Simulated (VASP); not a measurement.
Write the native input for VASP 6.6.1 that does the following.

- Task: single point
- Functional: HSE06
- Dispersion: D3(BJ)
- Potentials or basis: VASP PAW PBE potentials, release 64 (C, Ca_sv)
- Cutoff: 520 eV
- k mesh: 4 × 4 × 4
- Occupations: gaussian, width 0.01 eV
- Spin: no spin polarisation
- Dipole correction: no
- Grid for exact exchange (PRECFOCK): Normal
- Further INCAR settings: ALGO = Normal; EDIFF = 1e-06; NBANDS = 19
- Share of exact exchange: 0.25
- Screening parameter: 0.2079 1/Å

Crystal: Ca2C.

```
C Ca
1.0
     0.00000    3.12858    3.12858
     3.12858    0.00000    3.12858
     3.12858    3.12858    0.00000
C Ca
1 2
Direct
  0.00000 0.00000 0.00000
  0.25000 0.25000 0.25000
  0.75000 0.75000 0.75000
```

The input as run:

POSCAR

```
Ca2C
1.0
    0.0000000000      3.1285803947      3.1285803947
    3.1285803947      0.0000000000      3.1285803947
    3.1285803947      3.1285803947      0.0000000000
C Ca
1 2
Direct
    0.0000000000      0.0000000000      0.0000000000
    0.2500000000      0.2500000000      0.2500000000
    0.7500000000      0.7500000000      0.7500000000
```

INCAR.step1

```
PREC = Accurate
ENCUT = 520
EDIFF = 1E-5
ISMEAR = 0
SIGMA = 0.01
LREAL = False
LASPH = True
NELM = 120
ALGO = Normal
ISIF = 2
LWAVE = True
NBANDS = 19
GGA = PE
GGA_COMPAT = False
```

INCAR.step2

```
PREC = Accurate
ENCUT = 520
EDIFF = 1E-6
ISMEAR = 0
SIGMA = 0.01
LREAL = False
LASPH = True
NELM = 120
ALGO = Normal
ISIF = 2
LWAVE = False
LCHARG = True
GGA = PE
LHFCALC = True
HFSCREEN = 0.2079
PRECFOCK = Normal
IVDW = 12
VDW_S6 = 1.0
VDW_S8 = 2.31
VDW_A1 = 0.383
VDW_A2 = 5.685
LELF = True
LVHAR = True
NBANDS = 19
ISTART = 1
GGA_COMPAT = False
```

KPOINTS

```
Automatic mesh
0
Gamma
  4 4 4
```

Potentials or basis: VASP PAW PBE potentials, release 64 (C, Ca_sv).

The run is started by

```console
$ cat potpaw_PBE.64/C/POTCAR potpaw_PBE.64/Ca_sv/POTCAR > POTCAR
$ cp INCAR.step1 INCAR
$ mpirun -np 1 vasp_std > vasp.out
$ cp INCAR.step2 INCAR
$ mpirun -np 1 vasp_std > vasp.out
```

Results of the run:

```yaml
Pressure: -2.5 GPa
Band_gap_on_the_k_mesh: 0.82 eV
Dispersion_energy_per_atom: -0.393 eV
```

Caveat: the k points lie up to 0.43 Å⁻¹ apart; the PAW data sets were made with another functional, which shifts forces and pressure a little.

It took 9.1 min on 1 thread of AMD EPYC 9R45 96-Core Processor (Zen 5), with other jobs on the host, peak memory 0.29 GiB.
